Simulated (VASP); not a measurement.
A run of VASP 6.6.1 is set up as follows.

Contents of INCAR:

```
PREC = Accurate
ENCUT = 520
EDIFF = 1E-6
ISMEAR = -1
SIGMA = 0.05
LREAL = False
LASPH = True
NELM = 150
ALGO = Normal
ISIF = 2
LWAVE = False
LCHARG = True
ISPIN = 2
MAGMOM = 3
LORBIT = 11
LMAXMIX = 4
GGA = CA
LELF = True
LVHAR = True
NBANDS = 14
```

Contents of KPOINTS:

```
regular mesh
0
Gamma
  13 13 13
```

POSCAR

```
Fe
1.0
    0.0000000000      1.9287074879      1.9519161397
    1.4883827645      0.0000000000      1.9519161397
    1.4883827645      1.9287074879      0.0000000000
Fe
1
Direct
    0.0000000000      0.0000000000      0.0000000000
```

Potentials or basis: VASP PAW LDA potentials, release 64 (Fe).

Command:

```bash
$ cat potpaw_LDA.64/Fe/POTCAR > POTCAR
$ mpirun -np 1 vasp_std > vasp.out
```

Q: Predict the net moment.

A: 2.07 μB per cell.

Q: Estimate the pressure.

A: -16.3 GPa.

Q: Estimate the site moments.

A: Fe +2.04 μB.

Stress tensor (GPa, compression positive):
```
-22.53   0.00   0.00
  0.00 -12.28   0.00
  0.00   0.00 -13.96
```
